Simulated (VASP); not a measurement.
Input of a VASP 6.6.1 run:

POSCAR

```
GdN
1.0
    0.0615430000      2.3769860000      2.3608500000
    2.5370750000     -0.0398290000      2.4622210000
    2.5642640000      2.5055470000     -0.0670180000
Gd N
1 1
Direct
    0.0035240000      0.9368870000      0.0523470000
    0.4121170000      0.5475000000      0.4694100000
```

File INCAR.step1:

```
SYSTEM = GdN
  ALGO = Normal
  EDIFF = 1E-6
  ENCUT = 520
  GGA = PE
  ISIF = 2
  ISMEAR = -1
  ISPIN = 2
  LASPH = .TRUE.
  LCHARG = .TRUE.
  LMAXMIX = 6
  LREAL = .FALSE.
  LWAVE = .FALSE.
  MAGMOM = 7.29 -0.08
  NBANDS = 22
  NELM = 150
  PREC = Accurate
  SIGMA = 0.1
```

KPOINTS.step1

```
Automatic mesh
0
Gamma
  7 6 6
  0.5 0.5 0
```

The input INCAR.step2:

```
SYSTEM = GdN
  ALGO = Normal
  EDIFF = 1E-6
  ENCUT = 520
  GGA = PE
  ICHARG = 11
  ISIF = 2
  ISMEAR = -5
  ISPIN = 2
  LASPH = .TRUE.
  LCHARG = .FALSE.
  LMAXMIX = 6
  LORBIT = 11
  LREAL = .FALSE.
  LWAVE = .FALSE.
  MAGMOM = 7.29 -0.08
  NEDOS = 1001
  NELM = 150
  PREC = Accurate
  SIGMA = 0.1
```

The input KPOINTS.step2:

```
k-points
0
G
  11 9 9
  0 0 0
```

Potentials or basis: VASP PAW PBE potentials, release 64 (Gd, N).

Launch:

```console
$ cat potpaw_PBE.64/Gd/POTCAR potpaw_PBE.64/N/POTCAR > POTCAR
$ cp INCAR.step1 INCAR
$ cp KPOINTS.step1 KPOINTS
$ mpirun -np 1 vasp_std > vasp.out
$ cp INCAR.step2 INCAR
$ cp KPOINTS.step2 KPOINTS
$ mpirun -np 1 vasp_std > vasp.out
```

Estimate the site moments.

Gd +6.78; N -0.07 μB.

Predict the net moment.

7.00 μB per cell.

Caveat: a cell with one magnetic atom can't hold antiferromagnetic order, which such compounds often take. The state reached can hang on the start; a lower one may exist.
